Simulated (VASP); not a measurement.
A run of VASP 6.6.1 is set up as follows.

File INCAR:

```
SYSTEM = Bi
PREC = Accurate
ENCUT = 600
EDIFF = 1E-7
ISMEAR = 0
SIGMA = 0.1
LREAL = .False.
LASPH = .True.
NELM = 60
ALGO = Normal
ISIF = 3
LWAVE = .False.
LCHARG = .False.
GGA = PS
IBRION = 2
NSW = 100
EDIFFG = -0.05
```

File KPOINTS:

```
Automatic mesh
0
Gamma
  6 6 4
  0 0 0
```

POSCAR

```
Bi
1.0
    4.5367400000      0.0000000000      0.0000000000
   -2.2683700000      3.9289320904      0.0000000000
    0.0000000000      0.0000000000      5.1998300000
Bi
2
Direct
    0.3333333333      0.6666666667      0.2500000000
    0.6666666667      0.3333333333      0.7500000000
```

Potentials or basis: VASP PAW PBE potentials, release 64 (Bi_d).

Command:

```console
$ cat potpaw_PBE.64/Bi_d/POTCAR > POTCAR
$ mpirun -np 1 vasp_std > vasp.out
```

(1) Predict the relaxed volume.

(2) Predict the band gap on the k mesh.

(3) Estimate the relaxed cell.

## Answers

(1) 33.04 Å³/atom.

(2) zero (bands 15 and 16 overlap by 2.98 eV).

(3) a = 4.259 Å, b = 4.259 Å, c = 4.206 Å, α = 90.00°, β = 90.00°, γ = 120.00°.

Caveat: the volume moved by over 15 % at a fixed basis, so the end points are rough; the PAW data sets were made with another functional, which shifts forces and pressure a little; spin-orbit coupling is left out, which moves the levels of the heavy elements.
